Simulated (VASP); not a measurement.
Ca: single point with PBEsol

Crystal: Ca.

```
Ca
1.0
     0.00000    2.64098    2.64098
     2.64098    0.00000    2.64098
     2.64098    2.64098    0.00000
Ca
1
Direct
  0.00000 0.00000 0.00000
```

| Property | Result |
| --- | --- |
| Program | VASP 6.6.1 |
| Task | single point |
| Functional | PBEsol |
| Potentials or basis | VASP PAW PBE potentials, release 64 (Ca_sv) |
| Cutoff | 520 eV |
| k mesh | 8 × 8 × 8 |
| Occupations | fermi-dirac, width 0.05 eV |
| Spin | no spin polarisation |
| Dipole correction | no |
| Further INCAR settings | ALGO = Normal; EDIFF = 1e-06; NBANDS = 11 |

| Property | Result |
| --- | --- |
| Pressure | 2.0 GPa |
| Band gap on the k mesh | zero (band 5 reaches 2.56 eV, above the bottom of band 6 at 2.42 eV) |

Levels at points of the mesh, in eV from the Fermi level:
| k point | band 2 | band 3 | band 4 | band 5 | band 6 | band 7 | band 8 | band 9 |
| --- | --- | --- | --- | --- | --- | --- | --- | --- |
| (0.00, 0.00, 0.00) | -22.46 | -22.46 | -22.46 | -4.24 | 2.54 | 2.54 | 2.54 | 3.81 |
| (0.50, 0.00, 0.00) | -22.69 | -22.49 | -22.49 | -1.03 | 0.01 | 2.40 | 2.40 | 4.62 |
| (0.50, 0.50, 0.00) | -22.67 | -22.54 | -22.54 | -0.58 | 0.51 | 1.28 | 4.62 | 4.84 |

Run time: 9.6 s on 1 thread of Intel(R) Xeon(R) Platinum 8259CL CPU @ 2.50GHz (Skylake/Cascade Lake), on a shared host, peak memory 0.15 GiB.

Caveat: the PAW data sets were made with another functional, which shifts forces and pressure a little.
